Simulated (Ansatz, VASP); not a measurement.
# Mo in VASP and in Ansatz

```
Mo
1.0
     2.67160    0.00000    0.00000
     0.00000    2.67160    0.00000
     0.00000    0.00000    2.67160
Mo
1
Direct
  0.00000 0.00000 0.00000
```

Alike in both runs: task single point; functional PBE; k mesh 14 × 14 × 14; occupations fermi-dirac, width 0.1 eV; no spin polarisation.

|  | VASP | Ansatz |
| --- | --- | --- |
| version | VASP 6.6.1 | Ansatz 0.2.0 |
| potentials or method | VASP PAW PBE potentials, release 64 (Mo_sv), cutoff 520 eV | plane waves (420 eV) with PAW, scalar-relativistic |
| valence electrons in the cell | 14 | 14 |

Ansatz gave:

- pressure (GPa): -13.0

Estimate VASP's values.

pressure (GPa): -12.7.

The functional is the same, so the differences come from potentials, cutoffs and numerics.
